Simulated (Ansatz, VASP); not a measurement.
BN: VASP beside Ansatz

File INCAR:

```
  PREC = Accurate
  ENCUT = 520
  EDIFF = 1E-6
  ISMEAR = 0
  SIGMA = 0.01
  LREAL = F
  LASPH = T
  NELM = 100
  ALGO = Normal
  ISIF = 2
  LWAVE = F
  LCHARG = T
  LELF = T
  LVHAR = T
  NBANDS = 16
```

File KPOINTS:

```
regular mesh
0
Gamma
  12 12 6
```

Contents of POSCAR:

```
BN
1.0
    2.5439500113      0.0000000000      0.0000000000
   -1.2719750056      2.2031253357      0.0000000000
    0.0000000000      0.0000000000      4.2078152881
B N
2 2
Direct
    0.3333333333      0.6666666667      0.0002034636
    0.6666666667      0.3333333333      0.5002034636
    0.3333333333      0.6666666667      0.3747965364
    0.6666666667      0.3333333333      0.8747965364
```

Input for Ansatz:

```yaml
crystal:
  lattice:
    - [2.5439500113, 0.0, 0.0]
    - [-1.2719750056, 2.2031253357, 0.0]
    - [0.0, 0.0, 4.2078152881]
  atoms:
    - { symbol: B, position: [0.3333333333, 0.6666666667, 0.0002034636] }
    - { symbol: B, position: [0.6666666667, 0.3333333333, 0.5002034636] }
    - { symbol: "N", position: [0.3333333333, 0.6666666667, 0.3747965364] }
    - { symbol: "N", position: [0.6666666667, 0.3333333333, 0.8747965364] }
kpoints:
  mp_grid: { grid: [12, 12, 6] }
  band_path:
    path:
      - [0.0, 0.0, 0.0]
      - [0.5, 0.0, 0.0]
      - [0.3333333333, 0.3333333333, 0.0]
      - [0.0, 0.0, 0.5]
      - [0.5, 0.0, 0.5]
      - [0.3333333333, 0.3333333333, 0.5]
      - [0.1, 0.0, 0.0]
    npoints: 1
hamiltonian:
  xc: lda
scf:
  occupations: { method: fixed }
  n_extra_bands: 5
output:
  forces: true
  stress: true
  eigenvalues: true
```

Alike in both runs: task single point; functional LDA; k mesh 12 × 12 × 6; no spin polarisation.

|  | VASP | Ansatz |
| --- | --- | --- |
| version | VASP 6.6.1 | Ansatz 0.2.0 |
| potentials or method | VASP PAW LDA potentials, release 64 (B, N) | plane waves, PAW |
| plane-wave cutoff (eV) | 520 | 420 |
| occupations | gaussian, width 0.01 eV | fixed |
| valence electrons in the cell | 16 | 16 |

Ansatz gave:

```
gap on the k mesh at the Fermi level (eV)                     : 4.98
pressure (GPa)                                                : -9.3
traceless stress, the component that is largest in VASP (GPa) : 0.15
```

Which values does VASP return?

gap on the k mesh at the Fermi level (eV): 4.96; pressure (GPa): -8.4; traceless stress, the component that is largest in VASP (GPa): 0.13.

LDA's correlation is that of Perdew and Zunger in VASP and of Perdew and Wang (1992) in Ansatz.
